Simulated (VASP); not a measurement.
# LiF (P6_3mc) in VASP: notebook

LiF is run at these levels: r2SCAN, r2SCAN+D4, r2SCAN+rVV10; tasks: single point.

Everything below comes from runs of VASP 6.6.1. Logs are shortened: lines on timing, memory, paths and dates and some standing lists are left out, and cuts for length are marked.

**1. The cell of the first run**

It takes space group P6_3mc (No. 186, hexagonal). Conventional cell: a = 3.081 Å, b = 3.081 Å, c = 4.785 Å, α = 90.00°, β = 90.00°, γ = 120.00°. Li (site symmetry 3m) has 4 F at 1.86 to 1.87 Å within 2.5 Å. F (site symmetry 3m) has 4 Li at 1.86 to 1.87 Å within 2.5 Å.

**2. Single point, r2SCAN**

POSCAR reads:

```
LiF
1.0
    3.0810519408      0.0000000000      0.0000000000
   -1.5405259704      2.6682692511      0.0000000000
    0.0000000000      0.0000000000      4.7852338528
Li F
2 2
Direct
    0.3333333333      0.6666666667      0.3824388584
    0.6666666667      0.3333333333      0.8824388584
    0.3333333333      0.6666666667      0.9925591416
    0.6666666667      0.3333333333      0.4925591416
```

INCAR.step1 reads:

```
PREC = Accurate ; ENCUT = 520
ISMEAR = 0 ; SIGMA = 0.01
LREAL = False ; LASPH = True
NELM = 80 ; NBANDS = 18
GGA = PE ; ALGO = Normal
EDIFF = 1E-4 ; LWAVE = True
LCHARG = False
```

INCAR.step2 reads:

```
PREC = Accurate ; ENCUT = 520
EDIFF = 1E-7 ; ISMEAR = 0
SIGMA = 0.01 ; LREAL = False
LASPH = True ; NELM = 80
ALGO = Normal ; ISIF = 2
LWAVE = False ; LCHARG = False
METAGGA = R2SCAN ; LMIXTAU = True
NBANDS = 18 ; ISTART = 1
```

KPOINTS reads:

```
Automatic mesh
0
Gamma
  6 6 4
```

Potentials or basis: VASP PAW PBE potentials, release 64 (Li_sv, F).

Started as:

```console
> cat potpaw_PBE.64/Li_sv/POTCAR potpaw_PBE.64/F/POTCAR > POTCAR
> cp INCAR.step1 INCAR
> mpirun -np 1 vasp_std > vasp.out
> cp INCAR.step2 INCAR
> mpirun -np 1 vasp_std > vasp.out
```

OUTCAR:

```text
PREC = Accurate
   ENCUT = 520
   EDIFF = 1E-7
   ISMEAR = 0
   LREAL = False
   LASPH = True
   NELM = 80
   ISIF = 2
   METAGGA = R2SCAN
   ISTART = 1

 ion  position               nearest neighbor table
   1  0.333  0.667  0.382-   4 1.86   4 1.86   4 1.86   3 1.87
   2  0.667  0.333  0.882-   3 1.86   3 1.86   3 1.86   4 1.87
   3  0.333  0.667  0.993-   2 1.86   2 1.86   2 1.86   1 1.87
   4  0.667  0.333  0.493-   1 1.86   1 1.86   1 1.86   2 1.87

  LATTYP: Found a hexagonal cell.
 ALAT       =     3.0810519408
 C/A-ratio  =     1.5531169045

  Lattice vectors:

 A1 = (   3.0810519408,   0.0000000000,   0.0000000000)
 A2 = (  -1.5405259704,   2.6682692511,   0.0000000000)
 A3 = (   0.0000000000,   0.0000000000,   4.7852338528)

Analysis of symmetry for initial positions (statically):
=====================================================================
 Subroutine PRICEL returns:
 Original cell was already a primitive cell.

 Routine SETGRP: Setting up the symmetry group for a
 hexagonal supercell.

 Subroutine GETGRP returns: Found 12 space group operations
 (whereof  6 operations were pure point group operations)
 out of a pool of 24 trial point group operations.

The static configuration has the point symmetry C_3v.
 The point group associated with its full space group is C_6v.

Analysis of symmetry for dynamics (positions and initial velocities):
=====================================================================
 Subroutine PRICEL returns:
 Original cell was already a primitive cell.

 Routine SETGRP: Setting up the symmetry group for a
 hexagonal supercell.

 Subroutine GETGRP returns: Found 12 space group operations
 (whereof  6 operations were pure point group operations)
 out of a pool of 24 trial point group operations.

The dynamic configuration has the point symmetry C_3v.
 The point group associated with its full space group is C_6v.

 Subroutine INISYM returns: Found 12 space group operations
 (whereof  6 operations are pure point group operations),
 and found     1 'primitive' translations

----------------------------------------------------------------------------------------

                                     Primitive cell

  volume of cell :      39.3398

  direct lattice vectors                    reciprocal lattice vectors
     3.081051941  0.000000000  0.000000000     0.324564473  0.187387386  0.000000000
    -1.540525970  2.668269251  0.000000000     0.000000000  0.374774772  0.000000000
[... 86 lines left out ...]
   LREAL  =      F    real-space projection
   EDIFFG = 0.1E-05   stopping-criterion for IOM
   NSW    =      0    number of steps for IOM
   IBRION =     -1    ionic relax: 0-MD 1-quasi-New 2-CG
   NFREE  =      0    steps in history (QN), initial steepest desc. (CG)
   ISIF   =      2    stress and relaxation
   ISYM   =      2    0-nonsym 1-usesym 2-fastsym
   POTIM  = 0.5000    time-step for ionic-motion
   TEBEG  =    0.0;   TEEND  =   0.0 temperature during run
   PSTRESS=    0.0 pullay stress
   NELECT =      20.0000    total number of electrons
   NUPDOWN=      -1.0000    fix difference up-down
   EMIN   =  10.00;   EMAX   =-10.00  energy-range for DOS
   EFERMI =   0.00;   METHOD = LEGACY
   ISMEAR =     0;   SIGMA  =   0.01  broadening in eV -4-tet -1-fermi 0-gaus
   EFERMI_NEDOS =   21; number of points for ismear=-14 and -15
   IALGO  =     38    algorithm
   IMIX   =      4    mixing-type and parameters
     AMIX     =   0.40;   BMIX     =  1.00
     AMIX_MAG =   1.60;   BMIX_MAG =  1.00
  volume/ion in A,a.u.               =       9.83        66.37
  Fermi-wavevector in a.u.,A,eV,Ry     =   1.306595  2.469106 23.227725  1.707190
  Thomas-Fermi vector in A             =   2.437386
   LORBIT       =      0    0 simple, 1 ext, 2 COOP (PROOUT), +10 PAW based schemes
   METAGGA = R2SCAN    functional components
   LHFCALC =     F    Hartree Fock is set to
   AEXX    =    0.0000 exact exchange contribution
   IVDW    =     0    specifies the selected vdW correction
   LEPSILON=     F    determine dielectric tensor
   LRPA    =     F    only Hartree local field effects (RPA)
 non-spin polarized calculation
 Gauss-broadening in eV      SIGMA  =   0.01
  energy-cutoff  :      520.00
  volume of cell :       39.34
 maximum number of plane-waves:      1085
 NGX is ok and might be reduce to    24
   NGX = 11   NGY = 11   NGZ = 17

 number of electron      20.0000014 magnetization

 Free energy of the ion-electron system (eV)
  ---------------------------------------------------
  ext. energy  EPLUGINS =         0.00000000
  ---------------------------------------------------
  free energy    TOTEN  =       -23.65882796 eV

  energy without entropy =      -23.65882796  energy(sigma->0) =      -23.65882796

 E-fermi :  -2.9481     XC(G=0):  -9.4026

 val. band max:       -3.0261014893   @ k =   0.0000   0.0000   0.0000
 cond. band min:       5.6501773162   @ k =   0.0000   0.0000   0.0000
 fundamental gap:      8.6762788055
 Fermi energy:        -2.9480918120

 k-point     1 :       0.0000    0.0000    0.0000
  band No.  band energies     occupation
      1     -44.5905      2.00000
      2     -44.5468      2.00000
      3     -23.6236      2.00000
      4     -23.3913      2.00000
      5      -5.2184      2.00000
      6      -3.5433      2.00000
[... 418 lines left out ...]
      5      -4.6196      2.00000
      6      -4.6196      2.00000
[... 10 lines left out ...]
     17      19.9229      0.00000
     18      19.9229      0.00000

------------------------ aborting loop because EDIFF is reached ----------------------------------------

  FORCE on cell =-STRESS in cart. coord.  units (eV):
  Direction    XX          YY          ZZ          XY          YZ          ZX
  --------------------------------------------------------------------------------------
  -------------------------------------------------------------------------------------
  Total       -0.0756006     -0.0756006     -0.0677627      0.0000000      0.0000000     -0.0000000
  in kB       -3.0789615     -3.0789615     -2.7597473      0.0000000      0.0000000     -0.0000000
  external PRESSURE =      -2.9725568 kB  Pullay stress =       0.0000000 kB

 VOLUME and BASIS-vectors are now :
 -----------------------------------------------------------------------------
  energy-cutoff  :      520.00
  volume of cell :       39.34
      direct lattice vectors                 reciprocal lattice vectors
     3.081051941  0.000000000  0.000000000     0.324564473  0.187387386  0.000000000
    -1.540525970  2.668269251  0.000000000     0.000000000  0.374774772  0.000000000
     0.000000000  0.000000000  4.785233853     0.000000000  0.000000000  0.208976203

 POSITION                                       TOTAL-FORCE (eV/Angst)
 -----------------------------------------------------------------------------------
     -0.00000      1.77885      1.83006         0.000000      0.000000      0.003174
      1.54053      0.88942      4.22268        -0.000000     -0.000000      0.003174
     -0.00000      1.77885      4.74963        -0.000000      0.000000     -0.003174
      1.54053      0.88942      2.35701         0.000000     -0.000000     -0.003174
 -----------------------------------------------------------------------------------
    total drift:                                0.000001      0.000001      0.056751

  FREE ENERGIE OF THE ION-ELECTRON SYSTEM (eV)
  ---------------------------------------------------
  free  energy   TOTEN  =       -23.6588279639 eV

  energy  without entropy=      -23.6588279639  energy(sigma->0) =      -23.65882796
```

OSZICAR.step1:

```text
N       E                     dE             d eps       ncg     rms          rms(c)
DAV:   1     0.120308557306E+03    0.12031E+03   -0.10967E+04   756   0.121E+03
DAV:   2    -0.103097694420E+02   -0.13062E+03   -0.12801E+03   872   0.297E+02
DAV:   3    -0.206069101817E+02   -0.10297E+02   -0.10242E+02  1372   0.632E+01
DAV:   4    -0.206971537503E+02   -0.90244E-01   -0.90077E-01   988   0.727E+00
DAV:   5    -0.206980435530E+02   -0.88980E-03   -0.88938E-03   966   0.621E-01    0.737E+00
DAV:   6    -0.192126726766E+02    0.14854E+01   -0.39960E+00   800   0.152E+01    0.225E+00
DAV:   7    -0.192401708321E+02   -0.27498E-01   -0.12176E-01   870   0.243E+00    0.149E+00
DAV:   8    -0.192785885147E+02   -0.38418E-01   -0.60215E-02   862   0.235E+00    0.374E-01
DAV:   9    -0.192773219735E+02    0.12665E-02   -0.60010E-03  1028   0.666E-01    0.972E-02
DAV:  10    -0.192783209447E+02   -0.99897E-03   -0.13781E-03   828   0.251E-01    0.463E-02
DAV:  11    -0.192783097982E+02    0.11146E-04   -0.46470E-05   780   0.641E-02
   1 F= -.19278310E+02 E0= -.19278310E+02  d E =-.670312E-12
```

Run time: 43 s. Hardware: 1 thread of Intel Xeon Platinum 8375C at 2.90GHz (Ice Lake), shared host; peak memory 0.15 GiB.

Results:

```
Free energy            : -23.6588 eV
Largest force          : 0.003 eV/Å
Band gap on the k mesh : 8.68 eV
```

Forces in eV/Å, atoms in the order of the input:
```
Li   0.000  0.000  0.003
Li   0.000  0.000  0.003
F    0.000  0.000 -0.003
F    0.000  0.000 -0.003
```

Caveat: the cutoff is under 1.25 times the usual one of these potentials, so pressure, stress and relaxed cells hold a basis-set (Pulay) error; the PAW data sets were made with another functional, which shifts forces and pressure a little. A k mesh can miss the band edges.

**3. Single point, r2SCAN+D4**

POSCAR is that of step 2.

INCAR.step1 reads:

```
ALGO = Normal
EDIFF = 1E-4
ENCUT = 520
GGA = PE
ISMEAR = 0
LASPH = True
LCHARG = False
LREAL = False
LWAVE = True
NBANDS = 18
NELM = 80
PREC = Accurate
SIGMA = 0.01
```

INCAR.step2 reads:

```
ALGO = Normal
EDIFF = 1E-6
ENCUT = 520
ISIF = 2
ISMEAR = 0
ISTART = 1
IVDW = 13
LASPH = True
LCHARG = False
LMIXTAU = True
LREAL = False
LWAVE = False
METAGGA = R2SCAN
NBANDS = 18
NELM = 80
PREC = Accurate
SIGMA = 0.01
VDW_A1 = 0.51559235
VDW_A2 = 5.77342911
VDW_S6 = 1.0
VDW_S8 = 0.6018749
```

KPOINTS reads:

```
k-points
0
Gamma
  6 6 4
```

Potentials or basis: VASP PAW PBE potentials, release 64 (Li_sv, F).

Started as:

```console
> cat potpaw_PBE.64/Li_sv/POTCAR potpaw_PBE.64/F/POTCAR > POTCAR
> cp INCAR.step1 INCAR
> mpirun -np 1 vasp_std > vasp.out
> cp INCAR.step2 INCAR
> mpirun -np 1 vasp_std > vasp.out
```

Run time: 48 s. Hardware: 1 thread of Intel Xeon Platinum 8375C at 2.90GHz (Ice Lake), shared host; peak memory 0.15 GiB.

Results (log left out):

- Free energy: -23.7498 eV
- Band gap on the k mesh: 8.68 eV
- Dispersion energy per atom: -0.023 eV

Forces in eV/Å, atoms in the order of the input:
```
Li   0.000  0.000  0.003
Li   0.000  0.000  0.003
F    0.000  0.000 -0.003
F    0.000  0.000 -0.003
```

Levels at points of the mesh, in eV from the valence-band top:
```csv
k point,band 7,band 8,band 9,band 10,band 11,band 12,band 13,band 14
"(0.00, 0.00, 0.00)",-0.52,-0.19,-0.19,0.00,8.68,13.11,16.53,19.93
"(0.50, 0.00, 0.00)",-1.05,-1.05,-0.55,-0.41,12.04,13.20,15.96,16.20
"(0.00, 0.00, 0.50)",-0.35,-0.35,-0.35,-0.35,10.41,10.41,19.04,19.04
"(0.50, 0.00, 0.50)",-0.74,-0.74,-0.57,-0.57,12.06,12.06,16.04,16.04
```

Caveat: the cutoff is under 1.25 times the usual one of these potentials, so pressure, stress and relaxed cells hold a basis-set (Pulay) error; the PAW data sets were made with another functional, which shifts forces and pressure a little. A k mesh can miss the band edges.

**4. Single point, r2SCAN**

POSCAR is that of step 3.

INCAR.step1 reads:

```
PREC = Accurate
ENCUT = 520
ISMEAR = -1
SIGMA = 0.05
LREAL = False
LASPH = True
NELM = 60
NBANDS = 18
GGA = PE
ALGO = Normal
EDIFF = 1E-4
LWAVE = True
LCHARG = False
```

INCAR.step2 reads:

```
PREC = Accurate
ENCUT = 520
EDIFF = 1E-6
ISMEAR = -1
SIGMA = 0.05
LREAL = False
LASPH = True
NELM = 60
ALGO = Normal
ISIF = 2
LWAVE = False
LCHARG = False
METAGGA = R2SCAN
LMIXTAU = True
NBANDS = 18
ISTART = 1
```

KPOINTS reads:

```
Automatic mesh
0
Gamma
  6 6 4
```

Started as:

```console
> cat potpaw_PBE.64/Li_sv/POTCAR potpaw_PBE.64/F/POTCAR > POTCAR
> cp INCAR.step1 INCAR
> mpirun -np 1 vasp_std > vasp.out
> cp INCAR.step2 INCAR
> mpirun -np 1 vasp_std > vasp.out
```

Run time: 44 s. Hardware: 1 thread of Intel Xeon Platinum 8375C at 2.90GHz (Ice Lake), shared host; peak memory 0.15 GiB.

Results (log left out):

```
Free energy            : -23.6588 eV
Largest force          : 0.003 eV/Å
Band gap on the k mesh : 8.68 eV
```

Forces in eV/Å, atoms in the order of the input:
```
Li   0.000  0.000  0.003
Li   0.000  0.000  0.003
F    0.000  0.000 -0.003
F    0.000  0.000 -0.003
```

Levels at points of the mesh, in eV from the valence-band top:
| k point | band 7 | band 8 | band 9 | band 10 | band 11 | band 12 | band 13 | band 14 |
| --- | --- | --- | --- | --- | --- | --- | --- | --- |
| (0.00, 0.00, 0.00) | -0.52 | -0.19 | -0.19 | 0.00 | 8.68 | 13.11 | 16.53 | 19.93 |
| (0.50, 0.00, 0.00) | -1.05 | -1.05 | -0.55 | -0.41 | 12.04 | 13.20 | 15.96 | 16.20 |
| (0.00, 0.00, 0.50) | -0.35 | -0.35 | -0.35 | -0.35 | 10.41 | 10.41 | 19.04 | 19.04 |
| (0.50, 0.00, 0.50) | -0.74 | -0.74 | -0.57 | -0.57 | 12.06 | 12.06 | 16.04 | 16.04 |

Caveat: the cutoff is under 1.25 times the usual one of these potentials, so pressure, stress and relaxed cells hold a basis-set (Pulay) error; the PAW data sets were made with another functional, which shifts forces and pressure a little.

**5. Single point, r2SCAN+rVV10**

POSCAR is that of step 4.

INCAR.step1 reads:

```
PREC = Accurate
ENCUT = 520
ISMEAR = 0
SIGMA = 0.01
LREAL = F
LASPH = T
NELM = 80
NBANDS = 18
GGA = PE
ALGO = Normal
EDIFF = 1E-4
LWAVE = T
LCHARG = F
```

INCAR.step2 reads:

```
PREC = Accurate
ENCUT = 520
EDIFF = 1E-7
ISMEAR = 0
SIGMA = 0.01
LREAL = F
LASPH = T
NELM = 80
ALGO = Normal
ISIF = 2
LWAVE = F
LCHARG = F
METAGGA = R2SCAN
LMIXTAU = T
LUSE_VDW = T
IVDW_NL = 2
BPARAM = 11.95
CPARAM = 0.0093
NBANDS = 18
ISTART = 1
```

KPOINTS reads:

```
regular mesh
0
Gamma
  6 6 4
```

Started as:

```console
> cat potpaw_PBE.64/Li_sv/POTCAR potpaw_PBE.64/F/POTCAR > POTCAR
> cp INCAR.step1 INCAR
> mpirun -np 1 vasp_std > vasp.out
> cp INCAR.step2 INCAR
> mpirun -np 1 vasp_std > vasp.out
```

Wall time 95 s (1 thread of Intel Xeon Platinum 8375C at 2.90GHz (Ice Lake), shared host); peak memory 0.24 GiB.

It converged, with:

* Free energy: -22.9592 eV
* Largest force: 0.004 eV/Å
* Band gap on the k mesh: 8.58 eV

Forces on the atoms (eV/Å):
```
Li   0.000  0.000  0.004
Li   0.000  0.000  0.004
F    0.000  0.000 -0.004
F    0.000  0.000 -0.004
```

Levels at points of the mesh, in eV from the valence-band top:
```
           k point  band 6  band 7  band 8  band 9  band 10  band 11  band 12  band 13  band 14  band 15
(0.00, 0.00, 0.00)   -0.52   -0.52   -0.19   -0.19     0.00     8.58    13.03    16.44    19.87    19.87
(0.50, 0.00, 0.00)   -1.25   -1.06   -1.05   -0.55    -0.41    11.95    13.11    15.87    16.13    18.48
(0.00, 0.00, 0.50)   -1.16   -0.35   -0.35   -0.35    -0.35    10.32    10.32    18.97    18.97    20.18
(0.50, 0.00, 0.50)   -1.80   -0.74   -0.74   -0.57    -0.57    11.97    11.97    15.96    15.96    20.47
```

Caveat: the cutoff is under 1.25 times the usual one of these potentials, so pressure, stress and relaxed cells hold a basis-set (Pulay) error; the PAW data sets were made with another functional, which shifts forces and pressure a little. A k mesh can miss the band edges.

**6. Summary**

| level | smearing | gap on the mesh (eV) |
| --- | --- | --- |
| r2SCAN | gaussian 0.01 eV | 8.68 |
| r2SCAN+D4 | gaussian 0.01 eV | 8.68 |
| r2SCAN | fermi-dirac 0.05 eV | 8.68 |
| r2SCAN+rVV10 | gaussian 0.01 eV | 8.58 |

Alike in all rows: task single point; potentials or basis VASP PAW PBE potentials, release 64 (Li_sv, F); no spin polarisation; cell as given; k mesh 6 × 6 × 4; cutoff (eV) 520.

On the cell as given the gap runs from 8.58 eV (r2SCAN+rVV10) to 8.68 eV (r2SCAN).

Caveats: the cutoff is under 1.25 times the usual one of these potentials, so pressure, stress and relaxed cells hold a basis-set (Pulay) error; the PAW data sets were made with another functional, which shifts forces and pressure a little.

Total energies depend on the potentials used, so only differences within one code and one set of settings carry meaning.
